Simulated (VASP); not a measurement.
# AlSi8NO16 in VASP: notebook, part 2 of 2

VASP 6.6.1. The steps go on from the part before.

## (3) Single point, PBE

INCAR reads:

```
  PREC = Accurate
  ENCUT = 520
  EDIFF = 1E-6
  ISMEAR = -1
  SIGMA = 0.2482
  LREAL = Auto
  LASPH = True
  NELM = 120
  ALGO = Normal
  ISIF = 2
  LWAVE = False
  LCHARG = True
  GGA = PE
  LELF = True
  LVHAR = True
  NBANDS = 87
  ISYM = -1
  GGA_COMPAT = False
```

KPOINTS reads:

```
explicit points
1
Reciprocal
  0.25000000   0.25000000   0.25000000 1
```

POSCAR reads:

```
AlSi8NO16
1.0
    7.6361610000     -0.1511100000     -0.0835260000
   -0.1511100000      7.3133010000     -0.0381800000
   -0.0835260000     -0.0381800000      6.8622450000
Al N Si O
1 1 8 16
Direct
    0.3663034664      0.7377676300      0.7051238817
    0.5367163695      0.4811759337      0.7748618810
    0.6150430492      0.6168787771      0.2958622896
    0.7354238079      0.4484627662      0.6171897560
    0.0434375636      0.7174543089      0.7334328010
    0.2302208830      0.5479836232      0.3897459861
    0.3097438843      0.9115011145      0.0972659502
    0.0384997836      0.0807123764     -0.0384179913
    0.9301663689      0.0958518290      0.6154488362
    0.6476202245      0.9332717725      0.1495415047
    0.4168836304      0.4716738107      0.2580740163
    0.2462022836      0.7458439613      0.2593179950
    1.2878890900      0.4974015474      0.6165875767
    0.4661031430      1.0480834460      0.1437367155
    0.0782706161      0.1843823542      0.7650912128
    0.4284024027      0.8813254416      0.8794223675
    0.7636540486      0.4662334640      0.3383943246
    0.6763227838      0.7311938746      0.0844881695
    0.8913542696      0.5476182238      0.7444043925
    0.4997410635      0.3085528830      0.7364388653
    0.8338663086      0.0386906435      0.0261336816
    0.0894407590      0.8468322715      0.9544239072
    0.1673575969      0.1190313585      0.1334401975
    0.6183670462      0.7441771518      0.5702740735
    0.7988526990      0.2308070008      0.5510329611
    0.9950944895      0.9034005434      0.5611411564
```

Potentials or basis: VASP PAW PBE potentials, release 64 (Al, N, Si, O).

Started as:

```bash
cat potpaw_PBE.64/Al/POTCAR potpaw_PBE.64/N/POTCAR potpaw_PBE.64/Si/POTCAR potpaw_PBE.64/O/POTCAR > POTCAR
mpirun -np 1 vasp_std > vasp.out
```

OUTCAR:

```text
PREC = Accurate
   ENCUT = 520
   EDIFF = 1E-6
   ISMEAR = -1
   LREAL = Auto
   LASPH = True
   NELM = 120
   ISIF = 2
   GGA = PE
   ISYM = -1

 ion  position               nearest neighbor table
   1  0.366  0.738  0.705-  16 1.63  13 1.92  24 2.15   2 2.37   5 2.48   6 2.72   7 3.01
   2  0.537  0.481  0.775-  20 1.31   4 1.91   1 2.37
   3  0.615  0.617  0.296-  17 1.64  18 1.75  11 1.83  24 2.09  10 2.54   4 2.70   6 3.05
   4  0.735  0.448  0.617-  19 1.60  25 1.74   2 1.91  17 1.94  20 2.21  24 2.40   3 2.70   9 3.03
                             5 3.09
   5  0.043  0.717  0.733-  19 1.67  22 1.80  26 1.85   1 2.48   9 3.05   6 3.06   8 3.07   4 3.09

   6  0.230  0.548  0.390-  13 1.66  12 1.71  11 1.81   1 2.72   3 3.05   5 3.06
   7  0.310  0.912  0.097-  14 1.55  12 1.72  16 1.78  23 1.92  22 1.97  10 2.60   8 2.61   1 3.01

   8  0.038  0.081  0.962-  23 1.53  15 1.58  21 1.65  22 1.77   9 2.50   7 2.61   5 3.07
   9  0.930  0.096  0.615-  25 1.50  26 1.56  15 1.62   8 2.50   4 3.03   5 3.05
  10  0.648  0.933  0.150-  18 1.56  14 1.65  21 1.82  16 2.49   3 2.54   7 2.60
  11  0.417  0.472  0.258-   6 1.81   3 1.83
  12  0.246  0.746  0.259-   6 1.71   7 1.72
  13  0.288  0.497  0.617-   6 1.66   1 1.92
  14  0.466  0.048  0.144-   7 1.55  10 1.65
  15  0.078  0.184  0.765-   8 1.58   9 1.62
  16  0.428  0.881  0.879-   1 1.63   7 1.78  10 2.49
  17  0.764  0.466  0.338-   3 1.64   4 1.94
  18  0.676  0.731  0.084-  10 1.56   3 1.75
  19  0.891  0.548  0.744-   4 1.60   5 1.67
  20  0.500  0.309  0.736-   2 1.31   4 2.21
  21  0.834  0.039  0.026-   8 1.65  10 1.82
  22  0.089  0.847  0.954-   8 1.77   5 1.80   7 1.97
  23  0.167  0.119  0.133-   8 1.53   7 1.92
  24  0.618  0.744  0.570-   3 2.09   1 2.15   4 2.40
  25  0.799  0.231  0.551-   9 1.50   4 1.74
  26  0.995  0.903  0.561-   9 1.56   5 1.85

IMPORTANT INFORMATION: All symmetrisations will be switched off!
NOSYMM: (Re-)initialisation of all symmetry stuff for point group C_1.

----------------------------------------------------------------------------------------

                                     Primitive cell

  volume of cell :     383.0060

  direct lattice vectors                    reciprocal lattice vectors
     7.636161000 -0.151110000 -0.083526000     0.131027207  0.002715735  0.001609949
    -0.151110000  7.313301000 -0.038180000     0.002715735  0.136797418  0.000794166
    -0.083526000 -0.038180000  6.862245000     0.001609949  0.000794166  0.145748919

  length of vectors
     7.638112702  7.314961617  6.862859517     0.131065236  0.136826677  0.145759974

  position of ions in fractional coordinates (direct lattice)
     0.366303466  0.737767630  0.705123882
     0.536716369  0.481175934  0.774861881
     0.615043049  0.616878777  0.295862290
     0.735423808  0.448462766  0.617189756
     0.043437564  0.717454309  0.733432801
     0.230220883  0.547983623  0.389745986
[... 18 lines left out ...]
     0.798852699  0.230807001  0.551032961
     0.995094489  0.903400543  0.561141156

  ion indices of the primitive-cell ions
   primitive index   ion index
                 1           1
                 2           2
                 3           3
                 4           4
                 5           5
                 6           6
[... 18 lines left out ...]
                25          25
                26          26

----------------------------------------------------------------------------------------

 KPOINTS: explicit points

Read explicit list of k-points.

 Found      1 k-points:

 Following reciprocal coordinates:
            Coordinates               Weight
  0.250000  0.250000  0.250000      1.000000
   k-points           NKPTS =      1   k-points in BZ     NKDIM =      1   number of bands    NBANDS=     87
   number of dos      NEDOS =    301   number of ions     NIONS =     26
   total plane-waves  NPLWV = 174960
   dimension x,y,z NGX =    60 NGY =   54 NGZ =   54
   dimension x,y,z NGXF=   120 NGYF=  108 NGZF=  108
   ions per type =               1   1   8  16
   NGX,Y,Z   is equivalent  to a cutoff of  13.06, 12.27, 13.08 a.u.
   NGXF,Y,Z  is equivalent  to a cutoff of  26.12, 24.54, 26.16 a.u.
 SYSTEM =  unknown system
   PREC   = accura    normal or accurate (medium, high low for compatibility)
   ISTART =      0    job   : 0-new  1-cont  2-samecut
   ICHARG =      2    charge: 1-file 2-atom 10-const
   ISPIN  =      1    spin polarized calculation?
   LNONCOLLINEAR =      F non collinear calculations
   LSORBIT =      F    spin-orbit coupling
   LASPH  =      T    aspherical Exc in radial PAW
   ENCUT  =  520.0 eV  38.22 Ry    6.18 a.u.  14.20 13.60 12.76*2*pi/ulx,y,z
   NELM   =    120;   NELMIN=  2; NELMDL= -5     # of ELM steps
   EDIFF  = 0.1E-05   stopping-criterion for ELM
   LREAL  =      T    real-space projection
   EDIFFG = 0.1E-04   stopping-criterion for IOM
   NSW    =      0    number of steps for IOM
   IBRION =     -1    ionic relax: 0-MD 1-quasi-New 2-CG
   NFREE  =      0    steps in history (QN), initial steepest desc. (CG)
   ISIF   =      2    stress and relaxation
   ISYM   =     -1    0-nonsym 1-usesym 2-fastsym
   POTIM  = 0.5000    time-step for ionic-motion
   TEBEG  =    0.0;   TEEND  =   0.0 temperature during run
   PSTRESS=    0.0 pullay stress
   NELECT =     136.0000    total number of electrons
   NUPDOWN=      -1.0000    fix difference up-down
   EMIN   =  10.00;   EMAX   =-10.00  energy-range for DOS
   EFERMI =   0.00;   METHOD = LEGACY
   ISMEAR =    -1;   SIGMA  =   0.25  broadening in eV -4-tet -1-fermi 0-gaus
   EFERMI_NEDOS =   21; number of points for ismear=-14 and -15
   IALGO  =     38    algorithm
   IMIX   =      4    mixing-type and parameters
     AMIX     =   0.40;   BMIX     =  1.00
     AMIX_MAG =   1.60;   BMIX_MAG =  1.00
  volume/ion in A,a.u.               =      14.73        99.41
  Fermi-wavevector in a.u.,A,eV,Ry     =   1.159274  2.190709 18.285077  1.343915
  Thomas-Fermi vector in A             =   2.295868
   LORBIT       =      0    0 simple, 1 ext, 2 COOP (PROOUT), +10 PAW based schemes
   GGA     = PE    functional components
   LHFCALC =     F    Hartree Fock is set to
   AEXX    =    0.0000 exact exchange contribution
   IVDW    =     0    specifies the selected vdW correction
   LEPSILON=     F    determine dielectric tensor
   LRPA    =     F    only Hartree local field effects (RPA)
 non-spin polarized calculation
  energy-cutoff  :      520.00
  volume of cell :      383.01
 maximum number of plane-waves:     10316
 NGX is ok and might be reduce to    56
   NGX = 29   NGY = 27   NGZ = 25

 number of electron     135.9999990 magnetization

 Free energy of the ion-electron system (eV)
  ---------------------------------------------------
  ext. energy  EPLUGINS =         0.00000000
  ---------------------------------------------------
  free energy    TOTEN  =      -174.30282253 eV

  energy without entropy =     -173.28418247  energy(sigma->0) =     -173.79350250

 E-fermi :   3.0545     XC(G=0):  -8.6048

 val. band max:        2.8468982090   @ k =   0.2500   0.2500   0.2500
 cond. band min:       3.2114742590   @ k =   0.2500   0.2500   0.2500
 fundamental gap:      0.3645760501
 Fermi energy:         3.0545438130

 k-point     1 :       0.2500    0.2500    0.2500
  band No.  band energies     occupation
      1     -20.2530      2.00000
      2     -19.9324      2.00000
      3     -19.0849      2.00000
      4     -18.9298      2.00000
      5     -18.5036      2.00000
      6     -18.3616      2.00000
[... 72 lines left out ...]
     79       7.5122      0.00000
     80       7.8837      0.00000
 [bands above 80 left out]

------------------------ aborting loop because EDIFF is reached ----------------------------------------

  FORCE on cell =-STRESS in cart. coord.  units (eV):
  Direction    XX          YY          ZZ          XY          YZ          ZX
  --------------------------------------------------------------------------------------
  -------------------------------------------------------------------------------------
  Total        4.3405953      7.3979741     -2.9285912     -9.5145660      3.3839823     24.1619540
  in kB       18.1574269     30.9469476    -12.2507806    -39.8010012     14.1557569    101.0734443
  external PRESSURE =      12.2845313 kB  Pullay stress =       0.0000000 kB

 VOLUME and BASIS-vectors are now :
 -----------------------------------------------------------------------------
  energy-cutoff  :      520.00
  volume of cell :      383.01
      direct lattice vectors                 reciprocal lattice vectors
     7.636161000 -0.151110000 -0.083526000     0.131027207  0.002715735  0.001609949
    -0.151110000  7.313301000 -0.038180000     0.002715735  0.136797418  0.000794166
    -0.083526000 -0.038180000  6.862245000     0.001609949  0.000794166  0.145748919

 POSITION                                       TOTAL-FORCE (eV/Angst)
 -----------------------------------------------------------------------------------
      2.62677      5.31324      4.77997         1.877724     -3.550260     -2.608670
      3.96102      3.40830      5.25409         2.250910     -2.047468     -1.187295
      4.57864      4.40719      1.95536        -1.995979     -1.562811      0.915141
      5.49650      3.14505      4.15676        -1.496928      0.786037     -2.615280
      0.16202      5.21239      5.00198         0.756981      1.260678     -0.395557
      1.64264      3.95790      2.63438         2.244306     -1.091500     -2.699997
[... 18 lines left out ...]
      6.01926      1.54621      3.70579        -2.908955      1.977241      0.266691
      7.41532      6.43505      3.73308        -0.850857     -2.377764      0.168017
 -----------------------------------------------------------------------------------
    total drift:                                0.006916     -0.010244      0.006580

  FREE ENERGIE OF THE ION-ELECTRON SYSTEM (eV)
  ---------------------------------------------------
  free  energy   TOTEN  =      -174.3028225340 eV

  energy  without entropy=     -173.2841824683  energy(sigma->0) =     -173.79350250
```

Wall time 2.1 min (1 thread of Intel Xeon Platinum 8375C at 2.90GHz (Ice Lake), shared host); peak memory 0.4 GiB.

What came out:

```yaml
Free_energy: -174.3028 eV
Pressure: 1.2 GPa
Largest_force: 6.455 eV/Å
```

Forces on the atoms (eV/Å):
```
Al   1.878 -3.550 -2.609
N    2.251 -2.047 -1.187
Si  -1.996 -1.563  0.915
Si  -1.497  0.786 -2.615
Si   0.757  1.261 -0.396
Si   2.244 -1.091 -2.700
Si  -5.076 -1.162 -1.686
Si  -2.573 -2.837  2.925
Si   1.913 -1.013  0.334
Si   2.743  4.846 -1.067
O    1.255  2.072  1.429
O    0.607  2.050 -0.057
O   -0.811  1.705 -1.227
O    4.847  2.253  3.619
O   -0.106  1.031 -0.771
O   -1.440  0.361  2.315
O   -0.722  1.525  2.778
O   -0.422 -3.652  1.148
O    1.870  1.359  0.609
O    0.148 -0.319  0.964
O   -2.045  0.758 -0.043
O   -0.940 -0.263 -1.685
O    2.558 -0.566  1.876
O   -1.683 -1.541 -3.304
O   -2.909  1.977  0.267
O   -0.851 -2.378  0.168
```

Stress tensor (GPa, compression positive):
```
 1.82 -3.98 10.11
-3.98  3.09  1.42
10.11  1.42 -1.23
```

Caveat: the atoms stand as in a frame of molecular dynamics.

## (4) Single point, PBE

INCAR reads:

```
SYSTEM = AlSi8NO16
  PREC = Accurate
  ENCUT = 520
  EDIFF = 1E-6
  ISMEAR = -1
  SIGMA = 0.2482
  LREAL = Auto
  LASPH = .TRUE.
  NELM = 120
  ALGO = Normal
  ISIF = 2
  LWAVE = .FALSE.
  LCHARG = .TRUE.
  GGA = PE
  LELF = .TRUE.
  LVHAR = .TRUE.
  ISYM = -1
  NBANDS = 87
  GGA_COMPAT = .FALSE.
```

KPOINTS is that of step 3.

POSCAR reads:

```
AlSi8NO16
1.0
    7.6361610000     -0.1511100000     -0.0835260000
   -0.1511100000      7.3133010000     -0.0381800000
   -0.0835260000     -0.0381800000      6.8622450000
Al N Si O
1 1 8 16
Direct
    0.4488307073      0.6771225989      0.7219374380
    0.4986471085      0.4189967521      0.7586380688
    0.6597484729      0.6402892463      0.3485435735
    0.7253936286      0.4074149001      0.5893023827
   -0.0362044245      0.7225071614      0.7257516035
    0.2578279996      0.5101850230      0.2687074282
    0.3308280543      0.9594542952      0.1149719529
    0.0278196573      0.0464373332     -0.0609123338
    0.9053079795      0.0820638884      0.5085340080
    0.7132744195      1.0037403875      0.1349052340
    0.5085121636      0.4797842067      0.2705093082
    0.2460137671      0.8215591501      0.2449767786
    1.2490181403      0.5788084235      0.5581480106
    0.5423522800      1.0322468914      0.2419426446
    0.0688328113      0.1421306929      0.7115037250
    0.4412992445      0.8598896169      0.9330766457
    0.8236448069      0.5124197858      0.4033306802
    0.7424780725      0.7873901553      0.2067927886
    0.8237293362      0.5792066000      0.7708608370
    0.4512628418      0.2518380091      0.7956740623
    0.8083268585      0.0999428630     -0.0279473951
    0.0391140690      0.8201380319      0.9366097992
    0.2081853043      0.1273562700      0.0276284726
    0.6020365927      0.7320153266      0.5237472655
    0.7348551504      0.1993496732      0.6041174108
    0.9624936855      0.8485613951      0.5289805773
```

Started as:

```bash
cat potpaw_PBE.64/Al/POTCAR potpaw_PBE.64/N/POTCAR potpaw_PBE.64/Si/POTCAR potpaw_PBE.64/O/POTCAR > POTCAR
mpirun -np 1 vasp_std > vasp.out
```

Wall time 2.1 min (1 thread of Intel Xeon Platinum 8375C at 2.90GHz (Ice Lake), shared host); peak memory 0.4 GiB.

The run converged. Its results:

- Free energy: -178.8395 eV
- Pressure: -0.5 GPa
- Largest force: 10.431 eV/Å

Forces in eV/Å, atoms in the order of the input:
```
Al  -1.776  1.187 -0.835
N    0.818 -3.370 -0.748
Si   0.461 -3.255 -7.253
Si  -0.498  4.101  1.976
Si   4.038  3.082 -1.707
Si   2.079  2.370  2.685
Si   5.233  1.295 -2.324
Si  -0.683  1.887 -4.753
Si   2.385 -0.683  0.816
Si  -0.736 -4.799  5.158
O   -1.868  1.138 -0.115
O   -1.861 -3.873  2.983
O    0.559  0.613  0.477
O   -4.946  2.302 -0.213
O   -2.935 -1.092 -0.293
O    0.098 -1.327 -2.117
O    0.306 -2.186  0.918
O    1.258  1.851 -3.264
O   -2.670 -4.778  0.227
O    0.627  4.156 -0.344
O    4.029  1.136 -2.669
O   -1.115 -0.256 -1.939
O    1.196 -0.201  2.878
O   -4.096  3.575  8.901
O    1.145 -3.194 -0.065
O   -1.049  0.320  1.621
```

Stress tensor (GPa, compression positive):
```
-0.80 -0.16 -3.49
-0.16 -0.40 -3.19
-3.49 -3.19 -0.32
```

Levels at points of the mesh, in eV from the Fermi level:
```
           k point  band 65  band 66  band 67  band 68  band 69  band 70  band 71  band 72
(0.25, 0.25, 0.25)    -1.17    -0.95    -0.72    -0.57     0.38     2.02     2.72     3.08
```

Caveat: the atoms stand as in a frame of molecular dynamics.

## (5) Single point, PBE

INCAR reads:

```
PREC = Accurate
ENCUT = 520
EDIFF = 1E-6
ISMEAR = -1
SIGMA = 0.1379
LREAL = Auto
LASPH = T
NELM = 120
ALGO = Normal
ISIF = 2
LWAVE = F
LCHARG = F
GGA = PE
ISYM = -1
NBANDS = 87
GGA_COMPAT = F
```

KPOINTS is that of step 4.

POSCAR reads:

```
AlSi8NO16
1.0
    7.6361610000     -0.1511100000     -0.0835260000
   -0.1511100000      7.3133010000     -0.0381800000
   -0.0835260000     -0.0381800000      6.8622450000
Al N Si O
1 1 8 16
Direct
    0.4212605091      0.6924255233      0.6941748672
    0.5177137259      0.4447033583      0.6985278624
    0.6174093435      0.6054491303      0.3065480438
    0.7394588034      0.3919385353      0.5958580974
    1.0096765555      0.6875555044      0.6801501714
    0.2506166566      0.5779803431      0.2813917743
    0.3898559564      0.9644343298      0.0977321870
    0.0908683339      0.0400686706      0.8749904281
    0.9016922574      0.0682905429      0.4966102318
    0.7873703521     -0.0042893028      0.1748429458
    0.4445534911      0.4612278787      0.2688011657
    0.2945099857      0.7994061339      0.2144650282
    0.1842822164      0.6528697755      0.5772995462
    0.5904680651      0.0803853631      0.1587670724
    0.0423797114      0.1489909789      0.6694834246
    0.4092822746      0.8613298571      0.8921388387
    0.7704165242      0.4806404422      0.3890410008
    0.6992499319      0.7732804837      0.1433283712
    0.9067672402      0.4967708225      0.7423508415
    0.3918019668      0.3220623810      0.6723661124
    0.9166563469      0.1144741655      1.0343396748
    0.0572185730      0.8088502987      0.8868360344
    0.2293393351      0.1032043154      0.0574058691
    0.5770675391      0.7385735295      0.4972199157
    0.7284519193      0.1807513511      0.5814213514
    0.8884667090      0.8183345809      0.5521190346
```

Started as:

```bash
cat potpaw_PBE.64/Al/POTCAR potpaw_PBE.64/N/POTCAR potpaw_PBE.64/Si/POTCAR potpaw_PBE.64/O/POTCAR > POTCAR
mpirun -np 1 vasp_std > vasp.out
```

Wall time 2.2 min (1 thread of Intel Xeon 8259CL, shared host); peak memory 0.42 GiB.

The run converged. Its results:

```
Free energy   : -186.7040 eV
Pressure      : -2.7 GPa
Largest force : 5.882 eV/Å
```

Forces in eV/Å, atoms in the order of the input:
```
Al   0.309  1.701  0.116
N   -1.194 -0.334 -0.143
Si   0.596  3.868 -0.401
Si   0.770  2.919  3.635
Si  -3.008  1.196  2.501
Si  -0.527  0.558 -0.754
Si   2.529  0.606 -0.940
Si  -3.027 -0.010  3.665
Si  -1.499 -3.744  1.209
Si  -1.158 -0.431 -0.517
O   -0.308  1.833 -0.568
O   -0.048 -1.667  2.472
O    5.706 -0.735 -1.226
O   -2.765 -0.119  0.019
O    1.708 -1.164  0.292
O    0.989 -1.722 -3.558
O    0.953 -0.422 -1.753
O    0.612 -1.859  1.294
O   -2.101 -0.950 -1.233
O    1.573  0.735  0.369
O    0.332 -1.649 -1.866
O    0.085  1.177 -1.306
O    0.866  0.692 -1.299
O   -2.487 -0.732  0.892
O    0.634 -2.887 -0.145
O    0.460  3.141 -0.755
```

Stress tensor (GPa, compression positive):
```
-1.63 -5.64  0.40
-5.64 -5.49 -1.45
 0.40 -1.45 -1.12
```

Levels at points of the mesh, in eV from the Fermi level:
```tsv
k point	band 64	band 65	band 66	band 67	band 68	band 69	band 70	band 71	band 72	band 73
(0.25, 0.25, 0.25)	-1.59	-1.49	-1.17	-0.68	-0.20	0.19	2.54	3.50	4.11	4.16
```

Caveat: the atoms stand as in a frame of molecular dynamics.

## (6) Summary

| cell | smearing | pressure (GPa) | largest force (eV/Å) |
| --- | --- | --- | --- |
| as given, atomic positions A | fermi-dirac 0.2482 eV | 3.6 | 8.67 |
| as given, atomic positions B | fermi-dirac 0.2482 eV | 1.2 | 6.45 |
| as given, atomic positions C | fermi-dirac 0.2482 eV | -0.5 | 10.43 |
| as given, atomic positions D | fermi-dirac 0.1379 eV | -2.7 | 5.88 |

Alike in all rows: task single point; level PBE; potentials or basis VASP PAW PBE potentials, release 64 (Al, N, Si, O); no spin polarisation; k mesh 1 × 1 × 1, shifted; cutoff (eV) 520.

Caveats: the atoms stand as in a frame of molecular dynamics.

Absolute energies hang on the potentials; compare differences alone.
